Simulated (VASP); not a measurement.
# In (P6/mmm) in VASP: single point with PBEsol

Aim: the single point of In with PBEsol.

Everything below comes from runs of VASP 6.6.1. Logs are shortened: lines on timing, memory, paths and dates and some standing lists are left out, and cuts for length are marked.

## (1) The cell of the first run

The structure is hexagonal, space group P6/mmm (No. 191). The conventional cell has a = 4.440 Å, b = 4.440 Å, c = 2.921 Å, α = 90.00°, β = 90.00°, γ = 120.00°. In (site symmetry 6/mmm) has 2 In at 2.92 Å within 3.8 Å.

This isn't the form of In at room conditions, which is tetragonal.

## (2) Single point, PBEsol

Input file INCAR:

```
SYSTEM = In
PREC     = Accurate       ! precision mode
ENCUT    = 520            ! plane-wave cutoff, eV
EDIFF    = 1E-7           ! SCF threshold, eV
ISMEAR   = -1             ! smearing method
SIGMA    = 0.15           ! smearing width, eV
LREAL    = .FALSE.        ! projectors in reciprocal space
LASPH    = .TRUE.         ! aspherical terms in the spheres
NELM     = 100            ! most SCF steps
ALGO     = Normal         ! electronic algorithm
ISIF     = 2              ! what is computed and relaxed
LWAVE    = .FALSE.        ! write WAVECAR
LCHARG   = .FALSE.        ! write CHGCAR
GGA      = PS             ! functional
NBANDS   = 12             ! bands
```

Input file KPOINTS:

```
regular mesh
0
G
  8 8 10
  0 0 0
```

Input file POSCAR:

```
In
1.0
    4.4398300000      0.0000000000      0.0000000000
   -2.2199200000      3.8450100000      0.0000000000
    0.0000000000      0.0000000000      2.9206000000
In
1
Direct
    0.3333333333      0.6666666667      0.5000000000
```

Potentials or basis: VASP PAW PBE potentials, release 64 (In_d).

Command:

```console
$ cat potpaw_PBE.64/In_d/POTCAR > POTCAR
$ mpirun -np 1 vasp_std > vasp.out
```

OUTCAR:

```text
SYSTEM = In
   PREC = Accurate
   ENCUT = 520
   EDIFF = 1E-7
   ISMEAR = -1
   LREAL = .FALSE.
   LASPH = .TRUE.
   NELM = 100
   ISIF = 2
   GGA = PS

 ion  position               nearest neighbor table
   1  0.333  0.667  0.500-

  LATTYP: Found a hexagonal cell.
 ALAT       =     4.4398300000
 C/A-ratio  =     0.6578179795

  Lattice vectors:

 A1 = (   4.4398300000,   0.0000000000,   0.0000000000)
 A2 = (  -2.2199200000,   3.8450100000,   0.0000000000)
 A3 = (   0.0000000000,   0.0000000000,   2.9206000000)

Analysis of symmetry for initial positions (statically):
=====================================================================
 Subroutine PRICEL returns:
 Original cell was already a primitive cell.

 Routine SETGRP: Setting up the symmetry group for a
 hexagonal supercell.

 Subroutine GETGRP returns: Found 24 space group operations
 (whereof 12 operations were pure point group operations)
 out of a pool of 24 trial point group operations.

The static configuration has the point symmetry D_3h.
 The point group associated with its full space group is D_6h.

Analysis of symmetry for dynamics (positions and initial velocities):
=====================================================================
 Subroutine PRICEL returns:
 Original cell was already a primitive cell.

 Routine SETGRP: Setting up the symmetry group for a
 hexagonal supercell.

 Subroutine GETGRP returns: Found 24 space group operations
 (whereof 12 operations were pure point group operations)
 out of a pool of 24 trial point group operations.

The dynamic configuration has the point symmetry D_3h.
 The point group associated with its full space group is D_6h.

 Subroutine INISYM returns: Found 24 space group operations
 (whereof 12 operations are pure point group operations),
 and found     1 'primitive' translations

----------------------------------------------------------------------------------------

                                     Primitive cell

  volume of cell :      49.8581

  direct lattice vectors                    reciprocal lattice vectors
     4.439830000  0.000000000  0.000000000     0.225233849  0.130038966  0.000000000
    -2.219920000  3.845010000  0.000000000     0.000000000  0.260077347  0.000000000
     0.000000000  0.000000000  2.920600000     0.000000000  0.000000000  0.342395398

  length of vectors
     4.439830000  4.439836338  2.920600000     0.260077718  0.260077347  0.342395398

  position of ions in fractional coordinates (direct lattice)
     0.333333333  0.666666667  0.500000000

  ion indices of the primitive-cell ions
   primitive index   ion index
                 1           1

----------------------------------------------------------------------------------------

 KPOINTS: regular mesh

Automatic generation of k-mesh.
 Grid dimensions read from file:
 generate k-points for:    8    8   10

 Generating k-lattice:

  Cartesian coordinates                     Fractional coordinates (reciprocal lattice)
     0.028154231  0.016254871  0.000000000     0.125000000  0.000000000  0.000000000
     0.000000000  0.032509668  0.000000000     0.000000000  0.125000000  0.000000000
     0.000000000  0.000000000  0.034239540     0.000000000  0.000000000  0.100000000

  Length of vectors
     0.032509715  0.032509668  0.034239540

  Shift w.r.t. Gamma in fractional coordinates (k-lattice)
     0.000000000  0.000000000  0.000000000

 Subroutine IBZKPT returns following result:
 ===========================================

 Found     60 irreducible k-points:

 Following reciprocal coordinates:
            Coordinates               Weight
  0.000000  0.000000  0.000000      1.000000
  0.125000  0.000000  0.000000      6.000000
  0.250000  0.000000  0.000000      6.000000
  0.375000 -0.000000  0.000000      6.000000
  0.500000  0.000000  0.000000      3.000000
  0.125000  0.125000  0.000000      6.000000
[... 16 lines left out ...]
  0.250000  0.000000  0.200000     12.000000
  0.375000 -0.000000  0.200000     12.000000
 [... further k-points ...]
   k-points           NKPTS =     60   k-points in BZ     NKDIM =     60   number of bands    NBANDS=     12
   number of dos      NEDOS =    301   number of ions     NIONS =      1
   total plane-waves  NPLWV =  31104
   dimension x,y,z NGX =    36 NGY =   36 NGZ =   24
   dimension x,y,z NGXF=    72 NGYF=   72 NGZF=   48
   ions per type =               1
   NGX,Y,Z   is equivalent  to a cutoff of  13.48, 13.48, 13.66 a.u.
   NGXF,Y,Z  is equivalent  to a cutoff of  26.96, 26.96, 27.32 a.u.
 SYSTEM =  In
   PREC   = accura    normal or accurate (medium, high low for compatibility)
   ISTART =      0    job   : 0-new  1-cont  2-samecut
   ICHARG =      2    charge: 1-file 2-atom 10-const
   ISPIN  =      1    spin polarized calculation?
   LNONCOLLINEAR =      F non collinear calculations
   LSORBIT =      F    spin-orbit coupling
   LASPH  =      T    aspherical Exc in radial PAW
   ENCUT  =  520.0 eV  38.22 Ry    6.18 a.u.   8.26  8.26  5.43*2*pi/ulx,y,z
   NELM   =    100;   NELMIN=  2; NELMDL= -5     # of ELM steps
   EDIFF  = 0.1E-06   stopping-criterion for ELM
   LREAL  =      F    real-space projection
   EDIFFG = 0.1E-05   stopping-criterion for IOM
   NSW    =      0    number of steps for IOM
   IBRION =     -1    ionic relax: 0-MD 1-quasi-New 2-CG
   NFREE  =      0    steps in history (QN), initial steepest desc. (CG)
   ISIF   =      2    stress and relaxation
   ISYM   =      2    0-nonsym 1-usesym 2-fastsym
   POTIM  = 0.5000    time-step for ionic-motion
   TEBEG  =    0.0;   TEEND  =   0.0 temperature during run
   PSTRESS=    0.0 pullay stress
   NELECT =      13.0000    total number of electrons
   NUPDOWN=      -1.0000    fix difference up-down
   EMIN   =  10.00;   EMAX   =-10.00  energy-range for DOS
   EFERMI =   0.00;   METHOD = LEGACY
   ISMEAR =    -1;   SIGMA  =   0.15  broadening in eV -4-tet -1-fermi 0-gaus
   EFERMI_NEDOS =   21; number of points for ismear=-14 and -15
   IALGO  =     38    algorithm
   IMIX   =      4    mixing-type and parameters
     AMIX     =   0.40;   BMIX     =  1.00
     AMIX_MAG =   1.60;   BMIX_MAG =  1.00
  volume/ion in A,a.u.               =      49.86       336.46
  Fermi-wavevector in a.u.,A,eV,Ry     =   1.045869  1.976406 14.882625  1.093842
  Thomas-Fermi vector in A             =   2.180683
   LORBIT       =      0    0 simple, 1 ext, 2 COOP (PROOUT), +10 PAW based schemes
   GGA     = PS    functional components
   LHFCALC =     F    Hartree Fock is set to
   AEXX    =    0.0000 exact exchange contribution
   IVDW    =     0    specifies the selected vdW correction
   LEPSILON=     F    determine dielectric tensor
   LRPA    =     F    only Hartree local field effects (RPA)
 non-spin polarized calculation
  energy-cutoff  :      520.00
  volume of cell :       49.86
 maximum number of plane-waves:      1362
 NGX is ok and might be reduce to    36
   NGX = 17   NGY = 17   NGZ = 11

 number of electron      13.0000000 magnetization

 Free energy of the ion-electron system (eV)
  ---------------------------------------------------
  ext. energy  EPLUGINS =         0.00000000
  ---------------------------------------------------
  free energy    TOTEN  =        -2.24538600 eV

  energy without entropy =       -2.19525253  energy(sigma->0) =       -2.22031926

 E-fermi :   2.2073     XC(G=0):  -7.5239

 val. band max:        2.1542068183   @ k =   0.5000   0.0000   0.3000
 cond. band min:       2.2165206794   @ k =   0.2500   0.2500   0.0000
 fundamental gap:      0.0623138611
 Fermi energy:         2.2073354809

 k-point     1 :       0.0000    0.0000    0.0000
  band No.  band energies     occupation
      1     -12.9757      2.00000
      2     -12.5508      2.00000
      3     -12.5508      2.00000
      4     -12.3267      2.00000
      5     -12.3267      2.00000
      6      -4.8140      2.00000
      7       4.6952      0.00000
      8       4.6952      0.00000
      9       7.1862      0.00000
     10       9.5774      0.00000
     11       9.5775      0.00000
     12      10.2019      0.00000

 k-point     2 :       0.1250    0.0000    0.0000
  band No.  band energies     occupation
      1     -12.9749      2.00000
      2     -12.5511      2.00000
      3     -12.5474      2.00000
      4     -12.3273      2.00000
      5     -12.3269      2.00000
      6      -4.7000      2.00000
      7       3.6716      0.00012
      8       4.4763      0.00000
      9       7.8741      0.00000
     10       8.8784      0.00000
     11      10.0945      0.00000
     12      11.8935      0.00000

 k-point     3 :       0.2500    0.0000    0.0000
  band No.  band energies     occupation
      1     -12.9729      2.00000
      2     -12.5518      2.00000
      3     -12.5390      2.00000
      4     -12.3287      2.00000
      5     -12.3272      2.00000
      6      -4.3857      2.00000
      7       2.1463      1.20082
      8       4.0451      0.00001
      9       7.2528      0.00000
     10      10.4832      0.00000
     11      11.4174      0.00000
     12      13.3179      0.00000
[... 286 lines left out ...]
 k-point    23 :       0.2500    0.0000    0.2000
  band No.  band energies     occupation
      1     -12.6877      2.00000
      2     -12.5363      2.00000
      3     -12.5246      2.00000
      4     -12.4494      2.00000
      5     -12.4462      2.00000
      6      -3.6776      2.00000
      7       2.9201      0.01713
      8       4.8691      0.00000
      9       7.8182      0.00000
     10       8.1850      0.00000
     11      11.1021      0.00000
     12      12.0571      0.00000

 k-point    24 :       0.3750   -0.0000    0.2000
  band No.  band energies     occupation
      1     -12.6848      2.00000
      2     -12.5368      2.00000
      3     -12.5169      2.00000
      4     -12.4523      2.00000
      5     -12.4469      2.00000
      6      -3.2840      2.00000
      7       1.7152      1.92752
      8       4.5169      0.00000
      9       7.3428      0.00000
     10       8.5772      0.00000
     11      12.6079      0.00000
     12      13.7599      0.00000

 [... further k-points ...]
[... 5 lines left out ...]
  --------------------------------------------------------------------------------------
  -------------------------------------------------------------------------------------
  Total       -1.2149568     -1.2149596     -0.5711278      0.0000016     -0.0000000      0.0000000
  in kB      -39.0423128    -39.0424028    -18.3530404      0.0000508     -0.0000000      0.0000000
  external PRESSURE =     -32.1459187 kB  Pullay stress =       0.0000000 kB

 VOLUME and BASIS-vectors are now :
 -----------------------------------------------------------------------------
  energy-cutoff  :      520.00
  volume of cell :       49.86
      direct lattice vectors                 reciprocal lattice vectors
     4.439830000  0.000000000  0.000000000     0.225233849  0.130038966  0.000000000
    -2.219920000  3.845010000  0.000000000     0.000000000  0.260077347  0.000000000
     0.000000000  0.000000000  2.920600000     0.000000000  0.000000000  0.342395398

 POSITION                                       TOTAL-FORCE (eV/Angst)
 -----------------------------------------------------------------------------------
     -0.00000      2.56334      1.46030         0.000000      0.000000      0.000000
 -----------------------------------------------------------------------------------
    total drift:                                0.000000     -0.000000      0.000000

  FREE ENERGIE OF THE ION-ELECTRON SYSTEM (eV)
  ---------------------------------------------------
  free  energy   TOTEN  =        -2.2453859963 eV

  energy  without entropy=       -2.1952525300  energy(sigma->0) =       -2.22031926
```

Wall time 26 s (1 thread of Intel Xeon Platinum 8175M at 2.50GHz (Skylake/Cascade Lake), shared host); peak memory 0.19 GiB.

Results:

| Property | Result |
| --- | --- |
| Free energy | -2.2454 eV |
| Pressure | -3.2 GPa |
| Band gap on the k mesh | zero (an odd number of electrons rules out a gap without spin polarisation) |

Stress tensor (GPa, compression positive):
```
-3.90  0.00  0.00
 0.00 -3.90  0.00
 0.00  0.00 -1.84
```

Caveat: the cell stands under tension; the PAW data sets were made with another functional, which shifts forces and pressure a little; spin-orbit coupling is left out, which moves the levels of the heavy elements.

The gap in the log of VASP goes by the Fermi energy; the results here count the filled bands.